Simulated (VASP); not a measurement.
Input of a VASP 6.6.1 run:

The input INCAR:

```
SYSTEM = Pd
PREC = Accurate
ENCUT = 520
EDIFF = 1E-6
ISMEAR = -1
SIGMA = 0.05
LREAL = .FALSE.
LASPH = .TRUE.
NELM = 150
ALGO = Normal
ISIF = 2
LWAVE = .FALSE.
LCHARG = .TRUE.
ISPIN = 2
MAGMOM = -0.424 -0.424
LORBIT = 11
LMAXMIX = 4
GGA = B5
ALDAX = 1.0
AGGAX = 1.0
AGGAC = 1.0
ALDAC = 0.0
LELF = .TRUE.
LVHAR = .TRUE.
NBANDS = 21
```

Contents of KPOINTS:

```
Automatic mesh
0
G
  10 10 10
  0 0 0
```

The input POSCAR:

```
Pd
1.0
    0.0000000000      3.0035981930      3.0035981930
    3.0035981930      0.0000000000      3.0035981930
    3.0035981930      3.0035981930      0.0000000000
Pd
2
Direct
    0.1250000000      0.1250000000      0.1250000000
    0.8750000000      0.8750000000      0.8750000000
```

Potentials or basis: VASP PAW PBE potentials, release 64 (Pd).

Run with:

```sh
$ cat potpaw_PBE.64/Pd/POTCAR > POTCAR
$ mpirun -np 1 vasp_std > vasp.out
```

(1) Predict the net moment.

(2) What does it give for the site moments?

Results:

(1) -0.87 μB per cell.

(2) Pd -0.43 μB.
